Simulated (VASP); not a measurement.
Here is a VASP 6.6.1 calculation.

INCAR

```
  PREC = Accurate
  ENCUT = 520
  EDIFF = 1E-6
  ISMEAR = 1
  SIGMA = 0.1
  LREAL = False
  LASPH = True
  NELM = 100
  ALGO = Normal
  ISIF = 2
  LWAVE = False
  LCHARG = False
  NBANDS = 24
```

The input KPOINTS:

```
regular mesh
0
Gamma
  6 6 6
```

File POSCAR:

```
LaCu2
1.0
    4.3450000000      0.0000000000      0.0000000000
   -2.1725000000      3.7628800000      0.0000000000
    0.0000000000      0.0000000000      3.8190000000
La Cu
1 2
Direct
    0.0000000000      0.0000000000      0.0000000000
    0.3333333333      0.6666666667      0.5000000000
    0.6666666667      0.3333333333      0.5000000000
```

Potentials or basis: VASP PAW LDA potentials, release 64 (La, Cu).

The run is started by

```sh
$ cat potpaw_LDA.64/La/POTCAR potpaw_LDA.64/Cu/POTCAR > POTCAR
$ mpirun -np 1 vasp_std > vasp.out
```

What does it give for the pressure?

-6.3 GPa.

What does it give for the band gap on the k mesh?

Zero (an odd number of electrons rules out a gap without spin polarisation).

Stress tensor (GPa, compression positive):
```
-6.76  0.00  0.00
 0.00 -6.76  0.00
 0.00  0.00 -5.28
```

Caveat: the cell stands under tension; spin-orbit coupling is left out, which moves the levels of the heavy elements.
